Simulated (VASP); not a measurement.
Wanted: the native input for a VASP 6.6.1 run.

```yaml
Task: single point
Functional: PBEsol
Potentials_or_basis: VASP PAW PBE potentials, release 64 (Ni, O)
Cutoff: 520 eV
k_mesh: 11 × 11 × 6
Occupations: fermi-dirac, width 0.05 eV
Spin: collinear spin, ferromagnetic start
Starting_moments: "[1.0, 0.0, 0.0] μB"
Dipole_correction: no
Further_INCAR_settings: ALGO = Normal; EDIFF = 1e-06; NBANDS = 22
```

The structure of NiO2 lies in POSCAR:

```
NiO2
1.0
    2.7799975281      0.0000000000      0.0000000000
   -1.3899987641      2.4075484819      0.0000000000
    0.0000000000      0.0000000000      4.5872769453
Ni O
1 2
Direct
    0.0000000000      0.0000000000      0.5000000000
    0.3333333333      0.6666666667      0.2939610000
    0.6666666667      0.3333333333      0.7060390000
```

These files were run (other wordings do the same):

INCAR

```
SYSTEM = NiO2
  PREC = Accurate
  ENCUT = 520
  EDIFF = 1E-6
  ISMEAR = -1
  SIGMA = 0.05
  LREAL = .FALSE.
  LASPH = .TRUE.
  NELM = 150
  ALGO = Normal
  ISIF = 2
  LWAVE = .FALSE.
  LCHARG = .FALSE.
  ISPIN = 2
  MAGMOM = 1 0 0
  LORBIT = 11
  LMAXMIX = 4
  GGA = PS
  NBANDS = 22
```

KPOINTS

```
Automatic mesh
0
G
  11 11 6
  0 0 0
```

Potentials or basis: VASP PAW PBE potentials, release 64 (Ni, O).

Run with:

```sh
$ cat potpaw_PBE.64/Ni/POTCAR potpaw_PBE.64/O/POTCAR > POTCAR
$ mpirun -np 1 vasp_std > vasp.out
```

It gave:

```json
{
 "Pressure": "0.2 GPa",
 "Largest force": "0.137 eV/Å",
 "Band gap on the k mesh": "0.88 eV (least direct gap 1.16 eV)",
 "Net moment": "0.00 μB per cell",
 "Valence electrons inside the program's atomic spheres": "Ni 9.60; O 4.90"
}
```

Caveat: the PAW data sets were made with another functional, which shifts forces and pressure a little; an odd mesh through Γ misses points on the zone boundary, where band edges can lie.

It took 73 s on 1 thread of Intel(R) Xeon(R) Platinum 8488C (Sapphire Rapids) (shared host), peak memory 0.23 GiB.
